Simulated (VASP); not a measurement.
# Be2S5 (P3m1) in VASP: relaxation of cell and atoms with PBE

Aim: the relaxation of cell and atoms of Be2S5 with PBE.

All numbers are computed with VASP 6.6.1; they aren't measurements. Logs are shortened: lines on timing, memory, paths and dates and some standing lists are left out, and cuts for length are marked.

**1. The cell of the first run**

Symmetry: P3m1, No. 156, trigonal system. The conventional cell has a = 6.934 Å, b = 6.934 Å, c = 9.646 Å, α = 90.00°, β = 90.00°, γ = 120.00°. Be (site symmetry 3m) has 3 S at 2.00 Å within 2.7 Å. Be (site symmetry m) has 3 S at 2.00 to 2.01 Å within 2.7 Å. S (site symmetry m) has 3 Be at 2.00 Å within 2.7 Å. S (site symmetry 3m) has 3 Be at 2.01 Å within 2.7 Å. S (site symmetry m) has 2 S at 2.08 Å within 2.7 Å. S (site symmetry m) has 2 S at 2.08 Å within 2.7 Å.

**2. Relaxation of cell and atoms, PBE**

Contents of INCAR:

```
SYSTEM = Be2S5
  PREC = Accurate
  ENCUT = 600
  EDIFF = 1E-7
  ISMEAR = 0
  SIGMA = 0.01
  LREAL = .False.
  LASPH = .True.
  NELM = 80
  ALGO = Normal
  ISIF = 3
  LWAVE = .False.
  LCHARG = .False.
  GGA = PE
  IBRION = 2
  NSW = 80
  EDIFFG = -0.001
  KPAR = 4
```

Contents of KPOINTS:

```
regular mesh
0
Gamma
  6 6 4
  0 0 0
```

Contents of POSCAR:

```
Be2S5
1.0
    6.9337984709      0.0000000000      0.0000000000
   -3.4668992354      6.0048456205      0.0000000000
    0.0000000000      0.0000000000      9.6462494718
Be S
4 10
Direct
    0.0000000000      0.0000000000      0.9972370641
    0.4999138540      0.5000861460      0.9931684041
    0.0001722919      0.5000861460      0.9931684041
    0.4999138540      0.9998277081      0.9931684041
    0.1665866370      0.8334133630      0.0005237923
    0.1665866370      0.3331732741      0.0005237923
    0.6668267259      0.8334133630      0.0005237923
    0.6666666667      0.3333333333      0.9808399597
    0.4894017239      0.5105982761      0.5829810804
    0.1772687600      0.3545375200      0.4906343820
    0.0211965522      0.5105982761      0.5829810804
    0.4894017239      0.9788034478      0.5829810804
    0.1772687600      0.8227312400      0.4906343820
    0.6454624800      0.8227312400      0.4906343820
```

Potentials or basis: VASP PAW PBE potentials, release 64 (Be, S).

Command:

```
$ cat potpaw_PBE.64/Be/POTCAR potpaw_PBE.64/S/POTCAR > POTCAR
$ mpirun -np 4 vasp_std > vasp.out
```

OUTCAR:

```text
SYSTEM = Be2S5
   PREC = Accurate
   ENCUT = 600
   EDIFF = 1E-7
   ISMEAR = 0
   LREAL = .False.
   LASPH = .True.
   NELM = 80
   ISIF = 3
   GGA = PE
   IBRION = 2
   NSW = 80
   EDIFFG = -0.001

 ion  position               nearest neighbor table
   1  0.000  0.000  0.997-   5 2.00   6 2.00   7 2.00
   2  0.500  0.500  0.993-   7 2.00   6 2.00   8 2.01
   3  0.000  0.500  0.993-   6 2.00   5 2.00   8 2.01
   4  0.500  1.000  0.993-   7 2.00   5 2.00   8 2.01
   5  0.167  0.833  0.001-   1 2.00   3 2.00   4 2.00
   6  0.167  0.333  0.001-   1 2.00   3 2.00   2 2.00
   7  0.667  0.833  0.001-   1 2.00   4 2.00   2 2.00
   8  0.667  0.333  0.981-   4 2.01   3 2.01   2 2.01
   9  0.489  0.511  0.583-  14 2.08  10 2.08
  10  0.177  0.355  0.491-  11 2.08   9 2.08
  11  0.021  0.511  0.583-  10 2.08  13 2.08
  12  0.489  0.979  0.583-  14 2.08  13 2.08
  13  0.177  0.823  0.491-  11 2.08  12 2.08
  14  0.645  0.823  0.491-  12 2.08   9 2.08

  LATTYP: Found a hexagonal cell.
 ALAT       =     6.9337984709
 C/A-ratio  =     1.3911926504

  Lattice vectors:

 A1 = (   6.9337984709,   0.0000000000,   0.0000000000)
 A2 = (  -3.4668992354,   6.0048456205,   0.0000000000)
 A3 = (   0.0000000000,   0.0000000000,   9.6462494718)

Analysis of symmetry for initial positions (statically):
=====================================================================
 Subroutine PRICEL returns:
 Original cell was already a primitive cell.

 Routine SETGRP: Setting up the symmetry group for a
 hexagonal supercell.

 Subroutine GETGRP returns: Found  6 space group operations
 (whereof  6 operations were pure point group operations)
 out of a pool of 24 trial point group operations.

The static configuration has the point symmetry C_3v.

Analysis of symmetry for dynamics (positions and initial velocities):
=====================================================================
 Subroutine PRICEL returns:
 Original cell was already a primitive cell.

 Routine SETGRP: Setting up the symmetry group for a
 hexagonal supercell.

 Subroutine GETGRP returns: Found  6 space group operations
 (whereof  6 operations were pure point group operations)
 out of a pool of 24 trial point group operations.

The dynamic configuration has the point symmetry C_3v.

 Subroutine INISYM returns: Found  6 space group operations
 (whereof  6 operations are pure point group operations),
 and found     1 'primitive' translations

----------------------------------------------------------------------------------------

                                     Primitive cell

  volume of cell :     401.6350

  direct lattice vectors                    reciprocal lattice vectors
     6.933798471  0.000000000  0.000000000     0.144221094  0.083266087  0.000000000
    -3.466899235  6.004845621  0.000000000     0.000000000  0.166532175  0.000000000
     0.000000000  0.000000000  9.646249472     0.000000000  0.000000000  0.103667234

  length of vectors
     6.933798471  6.933798471  9.646249472     0.166532175  0.166532175  0.103667234

  position of ions in fractional coordinates (direct lattice)
     0.000000000  0.000000000  0.997237064
     0.499913854  0.500086146  0.993168404
     0.000172292  0.500086146  0.993168404
     0.499913854  0.999827708  0.993168404
     0.166586637  0.833413363  0.000523792
     0.166586637  0.333173274  0.000523792
     0.666826726  0.833413363  0.000523792
     0.666666667  0.333333333  0.980839960
     0.489401724  0.510598276  0.582981080
     0.177268760  0.354537520  0.490634382
     0.021196552  0.510598276  0.582981080
     0.489401724  0.978803448  0.582981080
     0.177268760  0.822731240  0.490634382
     0.645462480  0.822731240  0.490634382

  ion indices of the primitive-cell ions
   primitive index   ion index
                 1           1
                 2           2
                 3           3
                 4           4
                 5           5
                 6           6
                 7           7
                 8           8
                 9           9
                10          10
                11          11
                12          12
                13          13
                14          14

----------------------------------------------------------------------------------------

 KPOINTS: regular mesh

Automatic generation of k-mesh.
 Grid dimensions read from file:
 generate k-points for:    6    6    4

 Generating k-lattice:

  Cartesian coordinates                     Fractional coordinates (reciprocal lattice)
     0.024036849  0.013877681  0.000000000     0.166666667  0.000000000  0.000000000
     0.000000000  0.027755362  0.000000000     0.000000000  0.166666667  0.000000000
     0.000000000  0.000000000  0.025916808     0.000000000  0.000000000  0.250000000

  Length of vectors
     0.027755362  0.027755362  0.025916808

  Shift w.r.t. Gamma in fractional coordinates (k-lattice)
     0.000000000  0.000000000  0.000000000

 Subroutine IBZKPT returns following result:
 ===========================================

 Found     24 irreducible k-points:

 Following reciprocal coordinates:
            Coordinates               Weight
  0.000000  0.000000  0.000000      1.000000
  0.166667 -0.000000  0.000000      6.000000
  0.333333  0.000000  0.000000      6.000000
  0.500000 -0.000000  0.000000      3.000000
  0.166667  0.166667  0.000000      6.000000
  0.333333  0.166667  0.000000     12.000000
[... 16 lines left out ...]
  0.333333  0.166667  0.500000     12.000000
  0.333333  0.333333  0.500000      2.000000
   k-points           NKPTS =     24   k-points in BZ     NKDIM =     24   number of bands    NBANDS=     42
   number of dos      NEDOS =    301   number of ions     NIONS =     14
   total plane-waves  NPLWV = 250880
   dimension x,y,z NGX =    56 NGY =   56 NGZ =   80
   dimension x,y,z NGXF=   112 NGYF=  112 NGZF=  160
   ions per type =               4  10
   NGX,Y,Z   is equivalent  to a cutoff of  13.43, 13.43, 13.79 a.u.
   NGXF,Y,Z  is equivalent  to a cutoff of  26.85, 26.85, 27.57 a.u.
 SYSTEM =  Be2S5
   PREC   = accura    normal or accurate (medium, high low for compatibility)
   ISTART =      0    job   : 0-new  1-cont  2-samecut
   ICHARG =      2    charge: 1-file 2-atom 10-const
   ISPIN  =      1    spin polarized calculation?
   LNONCOLLINEAR =      F non collinear calculations
   LSORBIT =      F    spin-orbit coupling
   LASPH  =      T    aspherical Exc in radial PAW
   ENCUT  =  600.0 eV  44.10 Ry    6.64 a.u.  13.85 13.85 19.27*2*pi/ulx,y,z
   NELM   =     80;   NELMIN=  2; NELMDL= -5     # of ELM steps
   EDIFF  = 0.1E-06   stopping-criterion for ELM
   LREAL  =      F    real-space projection
   EDIFFG = -.1E-02   stopping-criterion for IOM
   NSW    =     80    number of steps for IOM
   IBRION =      2    ionic relax: 0-MD 1-quasi-New 2-CG
   NFREE  =      1    steps in history (QN), initial steepest desc. (CG)
   ISIF   =      3    stress and relaxation
   ISYM   =      2    0-nonsym 1-usesym 2-fastsym
   POTIM  = 0.5000    time-step for ionic-motion
   TEBEG  =    0.0;   TEEND  =   0.0 temperature during run
   PSTRESS=    0.0 pullay stress
   NELECT =      68.0000    total number of electrons
   NUPDOWN=      -1.0000    fix difference up-down
   EMIN   =  10.00;   EMAX   =-10.00  energy-range for DOS
   EFERMI =   0.00;   METHOD = LEGACY
   ISMEAR =     0;   SIGMA  =   0.01  broadening in eV -4-tet -1-fermi 0-gaus
   EFERMI_NEDOS =   21; number of points for ismear=-14 and -15
   IALGO  =     38    algorithm
   IMIX   =      4    mixing-type and parameters
     AMIX     =   0.40;   BMIX     =  1.00
     AMIX_MAG =   1.60;   BMIX_MAG =  1.00
  volume/ion in A,a.u.               =      28.69       193.60
  Fermi-wavevector in a.u.,A,eV,Ry     =   0.905664  1.711458 11.159879  0.820228
  Thomas-Fermi vector in A             =   2.029259
   LORBIT       =      0    0 simple, 1 ext, 2 COOP (PROOUT), +10 PAW based schemes
   GGA     = PE    functional components
   LHFCALC =     F    Hartree Fock is set to
   AEXX    =    0.0000 exact exchange contribution
   IVDW    =     0    specifies the selected vdW correction
   LEPSILON=     F    determine dielectric tensor
   LRPA    =     F    only Hartree local field effects (RPA)
 conjugate gradient relaxation of ions
 non-spin polarized calculation
 Gauss-broadening in eV      SIGMA  =   0.01
  energy-cutoff  :      600.00
  volume of cell :      401.63
 maximum number of plane-waves:     13448
   NGX = 27   NGY = 27   NGZ = 39

--------------------------------------- Ionic step        1  -------------------------------------------

 number of electron      68.0000001 magnetization

 Free energy of the ion-electron system (eV)
  ---------------------------------------------------
  ext. energy  EPLUGINS =         0.00000000
  ---------------------------------------------------
  free energy    TOTEN  =       -62.73238636 eV

  energy without entropy =      -62.73238636  energy(sigma->0) =      -62.73238636

------------------------ aborting loop because EDIFF is reached ----------------------------------------

  FORCE on cell =-STRESS in cart. coord.  units (eV):
  Direction    XX          YY          ZZ          XY          YZ          ZX
  --------------------------------------------------------------------------------------
  -------------------------------------------------------------------------------------
  Total       -0.5590339     -0.5590339     -0.2554153     -0.0000000      0.0000000     -0.0000000
  in kB       -2.2300631     -2.2300631     -1.0188869     -0.0000000      0.0000000     -0.0000000
  external PRESSURE =      -1.8263377 kB  Pullay stress =       0.0000000 kB
[... 125 lines left out ...]
  FREE ENERGIE OF THE ION-ELECTRON SYSTEM (eV)
  ---------------------------------------------------
  free  energy   TOTEN  =       -62.7344201904 eV

  energy  without entropy=      -62.7344201904  energy(sigma->0) =      -62.73442019

[... ionic steps 4 to 8 ...]

--------------------------------------- Ionic step        9  -------------------------------------------

 number of electron      68.0000001 magnetization

------------------------ aborting loop because EDIFF is reached ----------------------------------------

  FORCE on cell =-STRESS in cart. coord.  units (eV):
  Direction    XX          YY          ZZ          XY          YZ          ZX
  --------------------------------------------------------------------------------------
  -------------------------------------------------------------------------------------
  Total        0.0401206      0.0401206     -0.0038161      0.0000000      0.0000000     -0.0000000
  in kB        0.1601579      0.1601579     -0.0152335      0.0000000      0.0000000     -0.0000000
  external PRESSURE =       0.1016941 kB  Pullay stress =       0.0000000 kB
[... 81 lines left out ...]
  energy  without entropy=      -62.7348118197  energy(sigma->0) =      -62.73481182

--------------------------------------- Ionic step       11  -------------------------------------------

 number of electron      68.0000001 magnetization

 Free energy of the ion-electron system (eV)
  ---------------------------------------------------
  ext. energy  EPLUGINS =         0.00000000
  ---------------------------------------------------
  free energy    TOTEN  =       -62.73481203 eV

  energy without entropy =      -62.73481203  energy(sigma->0) =      -62.73481203

 E-fermi :  -0.1518     XC(G=0):  -6.9044

 val. band max:       -0.2121497653   @ k =   0.3333   0.3333   0.5000
 cond. band min:       2.0764666120   @ k =   0.0000   0.0000   0.5000
 fundamental gap:      2.2886163773
 Fermi energy:        -0.1517994768

 k-point     1 :       0.0000    0.0000    0.0000
  band No.  band energies     occupation
      1     -16.3988      2.00000
      2     -14.6523      2.00000
      3     -14.6523      2.00000
      4     -12.6302      2.00000
      5     -11.6293      2.00000
      6     -11.6138      2.00000
[... 1110 lines left out ...]
  FREE ENERGIE OF THE ION-ELECTRON SYSTEM (eV)
  ---------------------------------------------------
  free  energy   TOTEN  =       -62.7348120273 eV

  energy  without entropy=      -62.7348120273  energy(sigma->0) =      -62.73481203

 reached required accuracy - stopping structural energy minimisation
```

It took 11 min on 4 MPI ranks of Intel Xeon Platinum 8488C (Sapphire Rapids), shared host; peak memory 0.84 GiB.

What came out:

- Free energy: -62.7348 eV
- Relaxed volume: 28.67 Å³/atom
- Relaxed cell: a = 6.934 Å, b = 6.934 Å, c = 9.641 Å, α = 90.00°, β = 90.00°, γ = 120.00°
- Space group after relaxing (to 0.1 Å): P3m1 (No. 156)
- Energy gained by relaxing: 0.2 meV/atom
- Ionic steps: 11
- Pressure after relaxing: 0.0 GPa
- Band gap on the k mesh: 2.29 eV (least direct gap 2.49 eV)

The path:
| step | energy change (eV) | largest force (eV/Å) | pressure (GPa) | volume (Å³) |
| --- | --- | --- | --- | --- |
| 1 | 0.0000 | 0.1381 | -0.18 | 401.63 |
| 2 | -0.0002 | 0.1030 | 0.27 | 399.74 |
| 3 | -0.0020 | 0.0206 | 0.05 | 400.66 |
| 4 | -0.0023 | 0.0153 | 0.02 | 401.02 |
| 5 | -0.0023 | 0.0185 | -0.01 | 401.44 |
| 6 | -0.0023 | 0.0167 | 0.00 | 401.34 |
| 7 | -0.0024 | 0.0075 | -0.01 | 401.40 |
| 8 | -0.0024 | 0.0033 | -0.01 | 401.46 |
| 9 | -0.0024 | 0.0051 | 0.01 | 401.36 |
| 10 | -0.0024 | 0.0011 | 0.00 | 401.40 |
| 11 | -0.0024 | 0.0007 | 0.00 | 401.42 |

Final structure:
```
Be S
1.0
     6.93373    0.00000    0.00000
    -3.46686    6.00479    0.00000
     0.00000    0.00000    9.64116
Be S
4 10
Direct
  0.00000 0.00000 0.99724
  0.49992 0.50008 0.99316
  0.00016 0.50008 0.99316
  0.49992 0.99984 0.99316
  0.16659 0.83341 0.00055
  0.16659 0.33317 0.00055
  0.66683 0.83341 0.00055
  0.66667 0.33333 0.98078
  0.48890 0.51110 0.58282
  0.17778 0.35555 0.49080
  0.02219 0.51110 0.58282
  0.48890 0.97781 0.58282
  0.17778 0.82222 0.49080
  0.64445 0.82222 0.49080
```

Caveat: this functional lacks dispersion, which binds layers or chains, so the pressure and a relaxed spacing across them are unreliable. A k mesh can miss the band edges.
